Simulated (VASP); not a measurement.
Crystal: In7O.

```
CELL_PARAMETERS angstrom
3.35000 0.00000 0.00000
-1.67500 2.90119 0.00000
0.00000 0.00000 18.35000
ATOMIC_POSITIONS crystal
In 0.33333 0.66667 0.07360
In 0.66667 0.33333 0.92640
In 0.66667 0.33333 0.64200
In 0.00000 0.00000 0.50000
In 0.33333 0.66667 0.35800
In 0.66667 0.33333 0.21600
In 0.33333 0.66667 0.78400
O 0.00000 0.00000 0.00000
```

| Property | Result |
| --- | --- |
| Program | VASP 6.6.1 |
| Task | relaxation of cell and atoms |
| Functional | PBE |
| Potentials or basis | VASP PAW PBE potentials, release 64 (In_d, O) |
| Cutoff | 600 eV |
| k mesh | 6 × 6 × 1 |
| Occupations | gaussian, width 0.2 eV |
| Spin | no spin polarisation |

At the start: pressure 6.3 GPa; volume 22.29 Å³/atom.

Task: Where does the relaxation end?

Result: Over 14 steps the energy falls by 79.7 meV/atom and the volume is 24.72 Å³/atom (+10.9 %); space group P-3m1 (No. 164, to 0.1 Å) before and after.

The path:
```tsv
step	energy change (eV)	largest force (eV/Å)	pressure (GPa)	volume (Å³)
1	0.0000	1.4193	6.27	178.34
2	-0.4446	0.1570	-1.05	201.81
3	-0.4551	0.1602	-0.29	198.31
4	-0.4776	0.1542	-0.23	197.57
5	-0.5276	0.2835	0.00	195.22
6	-0.5032	0.9216	0.67	190.01
7	-0.5382	0.5037	0.19	193.54
8	-0.5609	0.4801	0.24	193.49
9	-0.6115	0.3131	0.52	193.20
10	-0.6107	0.2221	0.70	193.05
11	-0.6130	0.2738	0.59	193.14
12	-0.6310	0.1690	0.06	196.32
13	-0.6347	0.0926	-0.31	198.79
14	-0.6380	0.0767	0.02	197.79
```

Final structure:
```cif
data_structure
_symmetry_space_group_name_H-M 'P 1'
_symmetry_Int_Tables_number 1
_cell_length_a 3.2933
_cell_length_b 3.2933
_cell_length_c 21.0574
_cell_angle_alpha 90.000
_cell_angle_beta 90.000
_cell_angle_gamma 120.000
_cell_volume 197.79
loop_
_atom_site_label
_atom_site_type_symbol
_atom_site_fract_x
_atom_site_fract_y
_atom_site_fract_z
_atom_site_occupancy
In1 In 0.33333 0.66667 0.07327 1
In2 In 0.66667 0.33333 0.92673 1
In3 In 0.66667 0.33333 0.63721 1
In4 In 0.00000 0.00000 0.50000 1
In5 In 0.33333 0.66667 0.36279 1
In6 In 0.66667 0.33333 0.21948 1
In7 In 0.33333 0.66667 0.78052 1
O1 O 0.00000 0.00000 0.00000 1
```

Caveat: the k points lie up to 0.37 Å⁻¹ apart in the final cell, too coarse for converged energies and pressures of a metal; an odd number of electrons without spin polarisation forces a metal; a magnetic or distorted state may lie lower; the relaxation stopped at a loose force limit of 0.08 eV/Å, so its end isn't a converged minimum.
